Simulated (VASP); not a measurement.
Wanted: the native input for a VASP 6.6.1 run.

| Property | Result |
| --- | --- |
| Task | single point |
| Functional | PBEsol |
| Potentials or basis | VASP PAW PBE potentials, release 64 (Os) |
| Cutoff | 520 eV |
| k mesh | 17 × 17 × 10 |
| Occupations | fermi-dirac, width 0.08 eV |
| Spin | no spin polarisation |
| Dipole correction | no |
| Further INCAR settings | ALGO = Normal; EDIFF = 1e-07; NBANDS = 15 |

The structure of Os lies in POSCAR:

```
Os
1.0
    2.7522071256      0.0000000000      0.0000000000
   -1.3761035628      2.3834812872      0.0000000000
    0.0000000000      0.0000000000      4.3483081185
Os
2
Direct
    0.3333333333      0.6666666667      0.2500000000
    0.6666666667      0.3333333333      0.7500000000
```

This cell differs from its parent crystal: volume scaled by 1.02.

The input as run:

INCAR

```
SYSTEM = Os
ALGO     = Normal         ! electronic algorithm
EDIFF    = 1E-7           ! SCF threshold, eV
ENCUT    = 520            ! plane-wave cutoff, eV
GGA      = PS             ! functional
ISIF     = 2              ! what is computed and relaxed
ISMEAR   = -1             ! smearing method
LASPH    = .TRUE.         ! aspherical terms in the spheres
LCHARG   = .FALSE.        ! write CHGCAR
LREAL    = .FALSE.        ! projectors in reciprocal space
LWAVE    = .FALSE.        ! write WAVECAR
NBANDS   = 15             ! bands
NELM     = 60             ! most SCF steps
PREC     = Accurate       ! precision mode
SIGMA    = 0.08           ! smearing width, eV
```

KPOINTS

```
k-points
0
G
  17 17 10
  0 0 0
```

Potentials or basis: VASP PAW PBE potentials, release 64 (Os).

The run is started by

```bash
$ cat potpaw_PBE.64/Os/POTCAR > POTCAR
$ mpirun -np 1 vasp_std > vasp.out
```

Results of the run:

- Pressure: -10.5 GPa
- Band gap on the k mesh: zero (band 8 reaches 11.01 eV, above the bottom of band 9 at 7.20 eV)

Caveat: the PAW data sets were made with another functional, which shifts forces and pressure a little; spin-orbit coupling is left out, which moves the levels of the heavy elements.

Wall time 38 s on 1 thread of Intel(R) Xeon(R) 6975P-C (Granite Rapids) (shared host), peak memory 0.18 GiB.
